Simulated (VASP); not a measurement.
# Ge in VASP: notebook, part 3 of 3

VASP 6.6.1. The steps go on from the part before.

## Step 7: Single point, PBE+D3(BJ)

INCAR reads:

```
  ALGO = Normal
  DIPOL = 0.5 0.5 0.389
  EDIFF = 1E-6
  ENCUT = 520
  GGA = PE
  IDIPOL = 3
  ISIF = 2
  ISMEAR = 0
  IVDW = 12
  LASPH = True
  LCHARG = False
  LDIPOL = True
  LREAL = False
  LWAVE = False
  NBANDS = 36
  NELM = 80
  PREC = Accurate
  SIGMA = 0.1
```

KPOINTS reads:

```
k-points
0
Gamma
  9 9 1
```

POSCAR reads:

```
Ge
1.0
    4.0226895311      0.0000000000      0.0000000000
   -2.0113447656      3.4837513255      0.0000000000
    0.0000000000      0.0000000000     18.8685220517
Ge
4
Direct
    0.3333333333      0.6666666667      0.2747571332
    0.6666666667      0.3333333333      0.2384924472
    0.6666666667      0.3333333333      0.5389146020
    0.3333333333      0.6666666667      0.5026499161
```

Potentials or basis: VASP PAW PBE potentials, release 64 (Ge_d).

Run with:

```console
cat potpaw_PBE.64/Ge_d/POTCAR > POTCAR
mpirun -np 1 vasp_std > vasp.out
```

OUTCAR:

```text
EDIFF = 1E-6
   ENCUT = 520
   GGA = PE
   ISIF = 2
   ISMEAR = 0
   IVDW = 12
   LASPH = True
   LREAL = False
   NELM = 80
   PREC = Accurate
 IVDW          = 12

 ion  position               nearest neighbor table
   1  0.333  0.667  0.275-   2 2.42   2 2.42   2 2.42
   2  0.667  0.333  0.238-   1 2.42   1 2.42   1 2.42
   3  0.667  0.333  0.539-   4 2.42   4 2.42   4 2.42
   4  0.333  0.667  0.503-   3 2.42   3 2.42   3 2.42

  LATTYP: Found a hexagonal cell.
 ALAT       =     4.0226895311
 C/A-ratio  =     4.6905240650

  Lattice vectors:

 A1 = (   4.0226895311,   0.0000000000,   0.0000000000)
 A2 = (  -2.0113447656,   3.4837513255,   0.0000000000)
 A3 = (   0.0000000000,   0.0000000000,  18.8685220517)

Analysis of symmetry for initial positions (statically):
=====================================================================
 Subroutine PRICEL returns:
 Original cell was already a primitive cell.

 Routine SETGRP: Setting up the symmetry group for a
 hexagonal supercell.

 Subroutine GETGRP returns: Found 12 space group operations
 (whereof  6 operations were pure point group operations)
 out of a pool of 24 trial point group operations.

The static configuration has the point symmetry C_3v.
 The point group associated with its full space group is D_3h.

Analysis of symmetry for dynamics (positions and initial velocities):
=====================================================================
 Subroutine PRICEL returns:
 Original cell was already a primitive cell.

 Routine SETGRP: Setting up the symmetry group for a
 hexagonal supercell.

 Subroutine GETGRP returns: Found 12 space group operations
 (whereof  6 operations were pure point group operations)
 out of a pool of 24 trial point group operations.

The dynamic configuration has the point symmetry C_3v.
 The point group associated with its full space group is D_3h.

 Subroutine INISYM returns: Found 12 space group operations
 (whereof  6 operations are pure point group operations),
 and found     1 'primitive' translations
[... 112 lines left out ...]
   LHFCALC =     F    Hartree Fock is set to
   AEXX    =    0.0000 exact exchange contribution
   IVDW    =    12    specifies the selected vdW correction
   LEPSILON=     F    determine dielectric tensor
   LRPA    =     F    only Hartree local field effects (RPA)
 non-spin polarized calculation
 Gauss-broadening in eV      SIGMA  =   0.10
  energy-cutoff  :      520.00
  volume of cell :      264.42
 maximum number of plane-waves:      7165
 NGX is ok and might be reduce to    30
   NGX = 15   NGY = 15   NGZ = 71

 dipolmoment           0.000000      0.000000     -0.000001 electrons x Angstroem

 number of electron      56.0000007 magnetization

 dipolmoment           0.000000      0.000000      0.000001 electrons x Angstroem

 Free energy of the ion-electron system (eV)
  ---------------------------------------------------
  ext. energy  EPLUGINS =         0.00000000
  ---------------------------------------------------
  free energy    TOTEN  =       -16.17944269 eV

  energy without entropy =      -16.17866595  energy(sigma->0) =      -16.17905432

 E-fermi :  -1.3400     XC(G=0):  -4.4562

 val. band max:       -1.4529921273   @ k =   0.3333   0.3333   0.0000
 cond. band min:      -1.2269558599   @ k =   0.3333   0.3333   0.0000
 fundamental gap:      0.2260362674
 Fermi energy:        -1.3399740408

 k-point     1 :       0.0000    0.0000    0.0000
  band No.  band energies     occupation
      1     -25.8477      2.00000
      2     -25.8477      2.00000
      3     -25.8476      2.00000
      4     -25.8476      2.00000
      5     -25.7973      2.00000
      6     -25.7973      2.00000
[... 457 lines left out ...]
     35       5.0533      0.00000
     36       5.1029      0.00000

------------------------ aborting loop because EDIFF is reached ----------------------------------------

 vacuum level on the upper side and lower side of the slab       (xc-potential included)        -0.100        -0.097

 Edisp (eV)   -0.75476

 E8    (eV) :    -0.3450

  FORCE on cell =-STRESS in cart. coord.  units (eV):
  Direction    XX          YY          ZZ          XY          YZ          ZX
  --------------------------------------------------------------------------------------
  -------------------------------------------------------------------------------------
  Total      -0.19407    -0.19407    -0.63015     0.00000     0.00000     0.00000
  in kB      -1.17590    -1.17590    -3.81815     0.00000     0.00000     0.00000
  external pressure =       -2.06 kB  Pullay stress =        0.00 kB

 VOLUME and BASIS-vectors are now :
 -----------------------------------------------------------------------------
  energy-cutoff  :      520.00
  volume of cell :      264.42
      direct lattice vectors                 reciprocal lattice vectors
     4.022689531  0.000000000  0.000000000     0.248589903  0.143523447  0.000000000
    -2.011344766  3.483751326  0.000000000     0.000000000  0.287046895  0.000000000
     0.000000000  0.000000000 18.868522052     0.000000000  0.000000000  0.052998322

 POSITION                                       TOTAL-FORCE (eV/Angst)
 -----------------------------------------------------------------------------------
     -0.00000      2.32250      5.18426         0.000000     -0.000000      0.117530
      2.01134      1.16125      4.50000        -0.000000      0.000000      0.014766
      2.01134      1.16125     10.16852        -0.000000      0.000000     -0.014766
     -0.00000      2.32250      9.48426         0.000000     -0.000000     -0.117530
 -----------------------------------------------------------------------------------
    total drift:                               -0.000001     -0.000001      0.000926

  FREE ENERGIE OF THE ION-ELECTRON SYSTEM (eV)
  ---------------------------------------------------
  free  energy   TOTEN  =       -16.9342022651 eV

  energy  without entropy=      -16.9334255289  energy(sigma->0) =      -16.93381390

 vacuum level on the upper side and lower side of the slab         3.041         3.045
```

stdout:

```text
POSCAR found type information on POSCAR Ge
 POSCAR found :  1 types and       4 ions
 scaLAPACK will be used
 LDA part: xc-table for (Slater+PW92), standard interpolation
 POSCAR, INCAR and KPOINTS ok, starting setup
 FFT: planning ... GRIDC
 FFT: planning ... GRID_SOFT
 FFT: planning ... GRID
 WAVECAR not read
 entering main loop
```

It took 2.8 min on 1 thread of Intel Xeon Platinum 8259CL at 2.50GHz (Skylake/Cascade Lake), shared host; peak memory 0.38 GiB.

Results:

- Free energy: -16.9342 eV
- Largest force: 0.118 eV/Å
- Band gap on the k mesh: 0.23 eV, direct
- Dispersion energy per atom: -0.189 eV

Forces in eV/Å, atoms in the order of the input:
```
Ge   0.000  0.000  0.118
Ge   0.000  0.000  0.015
Ge   0.000  0.000 -0.015
Ge   0.000  0.000 -0.118
```
